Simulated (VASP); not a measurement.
**BN: relaxation of cell and atoms with r2SCAN**

Crystal: BN.

```
B N
1.0
     0.00000    1.81300    1.81300
     1.81300    0.00000    1.81300
     1.81300    1.81300    0.00000
B N
1 1
Direct
  0.00000 0.00000 0.00000
  0.75000 0.75000 0.75000
```

| Item | Value |
| --- | --- |
| Program | VASP 6.6.1 |
| Task | relaxation of cell and atoms |
| Functional | r2SCAN |
| Potentials or basis | VASP PAW PBE potentials, release 64 (B, N) |
| Cutoff | 600 eV |
| k mesh | 12 × 12 × 12 |
| Occupations | gaussian, width 0.02 eV |
| Spin | no spin polarisation |
| Dipole correction | no |
| Further INCAR settings | ALGO = Normal; EDIFF = 1e-06; IBRION = 2; EDIFFG = -0.005; NSW = 100; ISIF = 3 |

```yaml
Relaxed_volume: 5.90 Å³/atom
Relaxed_cell: a = 2.555 Å, b = 2.555 Å, c = 2.555 Å, α = 60.00°, β = 60.00°, γ = 60.00°
Space_group_after_relaxing_to_0.1_Å: F-43m (No. 216)
Energy_gained_by_relaxing: 0.8 meV/atom
Ionic_steps: 3
Pressure_after_relaxing: 0.0 GPa
Band_gap_on_the_k_mesh: 4.98 eV (least direct gap 9.53 eV)
```

The path:
```
step  energy change (eV)  largest force (eV/Å)  pressure (GPa)  volume (Å³)
   1              0.0000                0.0000           -4.02        11.92
   2              0.0002                0.0000            4.48        11.66
   3             -0.0016                0.0000            0.01        11.79
```

Final structure:
```
CELL_PARAMETERS angstrom
0.00000 1.80666 1.80666
1.80666 0.00000 1.80666
1.80666 1.80666 0.00000
ATOMIC_POSITIONS crystal
B 0.00000 0.00000 0.00000
N 0.75000 0.75000 0.75000
```

Levels at points of the mesh, in eV from the valence-band top:
| k point | band 1 | band 2 | band 3 | band 4 | band 5 | band 6 | band 7 | band 8 |
| --- | --- | --- | --- | --- | --- | --- | --- | --- |
| (0.00, 0.00, 0.00) | -21.31 | 0.00 | 0.00 | 0.00 | 9.53 | 9.53 | 9.53 | 11.09 |
| (0.50, 0.00, 0.00) | -17.01 | -11.10 | -2.02 | -2.02 | 10.81 | 11.48 | 11.48 | 16.42 |
| (0.50, 0.50, 0.00) | -15.58 | -9.33 | -5.10 | -5.10 | 4.98 | 9.82 | 19.28 | 19.28 |

Wall time 36 s on 1 thread of Intel(R) Xeon(R) 6975P-C (Granite Rapids) (shared host), peak memory 0.12 GiB.

Caveat: the PAW data sets were made with another functional, which shifts forces and pressure a little. A k mesh can miss the band edges.
